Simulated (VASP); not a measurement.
Wanted: the native input for a VASP 6.6.1 run.

| Quantity | Value |
| --- | --- |
| Task | electric field gradients |
| Functional | LDA |
| Potentials or basis | VASP PAW LDA potentials, release 64 (Li_sv) |
| Cutoff | 520 eV |
| k mesh | 13 × 13 × 13 |
| Occupations | fermi-dirac, width 0.05 eV |
| Spin | no spin polarisation |
| Dipole correction | no |
| Further INCAR settings | ALGO = Normal; EDIFF = 1e-08; NBANDS = 8 |

The structure of Li lies in POSCAR:

```
Li
1.0
   -1.7263484520      1.7263484520      1.7263484520
    1.7263484520     -1.7263484520      1.7263484520
    1.7263484520      1.7263484520     -1.7263484520
Li
1
Direct
    0.0000000000      0.0000000000      0.0000000000
```

This cell differs from its parent crystal: volume scaled by 0.96.

The input as run:

INCAR

```
SYSTEM = Li
  PREC = Accurate
  ENCUT = 520
  EDIFF = 1E-8
  ISMEAR = -1
  SIGMA = 0.05
  LREAL = .FALSE.
  LASPH = .TRUE.
  NELM = 80
  ALGO = Normal
  ISIF = 2
  LWAVE = .FALSE.
  LCHARG = .FALSE.
  GGA = CA
  LEFG = .TRUE.
  NBANDS = 8
```

KPOINTS

```
Automatic mesh
0
G
  13 13 13
  0 0 0
```

Potentials or basis: VASP PAW LDA potentials, release 64 (Li_sv).

Launch:

```sh
$ cat potpaw_LDA.64/Li_sv/POTCAR > POTCAR
$ mpirun -np 1 vasp_std > vasp.out
```

Wall time 16 s on 1 thread of Intel Xeon 6975P-C, with other jobs on the host, peak memory 0.12 GiB.
